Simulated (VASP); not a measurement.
Write the native input for VASP 6.6.1 that does the following.

- Task: single point
- Functional: r2SCAN
- Potentials or basis: VASP PAW PBE potentials, release 64 (Be)
- Cutoff: 520 eV
- k mesh: 12 × 12 × 12
- Occupations: methfessel-paxton, width 0.1 eV
- Spin: no spin polarisation
- Dipole correction: no
- Further INCAR settings: ALGO = Normal; EDIFF = 1e-07; NBANDS = 7

Be:

```
Be
1.0
    -1.25100    1.25100    1.25100
     1.25100   -1.25100    1.25100
     1.25100    1.25100   -1.25100
Be
1
Direct
  0.00000 0.00000 0.00000
```

This isn't the form of Be at room conditions, which is hcp.

The input as run:

POSCAR

```
Be
1.0
   -1.2509964537      1.2509964537      1.2509964537
    1.2509964537     -1.2509964537      1.2509964537
    1.2509964537      1.2509964537     -1.2509964537
Be
1
Direct
    0.0000000000      0.0000000000      0.0000000000
```

INCAR.step1

```
ALGO = Normal
EDIFF = 1E-4
ENCUT = 520
GGA = PE
ISMEAR = 1
LASPH = T
LCHARG = F
LREAL = F
LWAVE = T
NBANDS = 7
NELM = 60
PREC = Accurate
SIGMA = 0.1
```

INCAR.step2

```
ALGO = Normal
EDIFF = 1E-7
ENCUT = 520
ISIF = 2
ISMEAR = 1
ISTART = 1
LASPH = T
LCHARG = F
LMIXTAU = T
LREAL = F
LWAVE = F
METAGGA = R2SCAN
NBANDS = 7
NELM = 60
PREC = Accurate
SIGMA = 0.1
```

KPOINTS

```
k-points
0
Gamma
  12 12 12
```

Potentials or basis: VASP PAW PBE potentials, release 64 (Be).

Launch:

```bash
$ cat potpaw_PBE.64/Be/POTCAR > POTCAR
$ cp INCAR.step1 INCAR
$ mpirun -np 1 vasp_std > vasp.out
$ cp INCAR.step2 INCAR
$ mpirun -np 1 vasp_std > vasp.out
```

It gave:

```yaml
Pressure: 0.0 GPa
Band_gap_on_the_k_mesh: zero (bands 1 and 2 overlap by 5.84 eV)
```

Caveat: the PAW data sets were made with another functional, which shifts forces and pressure a little.

Wall time 21 s on 1 thread of Intel Xeon 8259CL (shared host), peak memory 0.11 GiB.
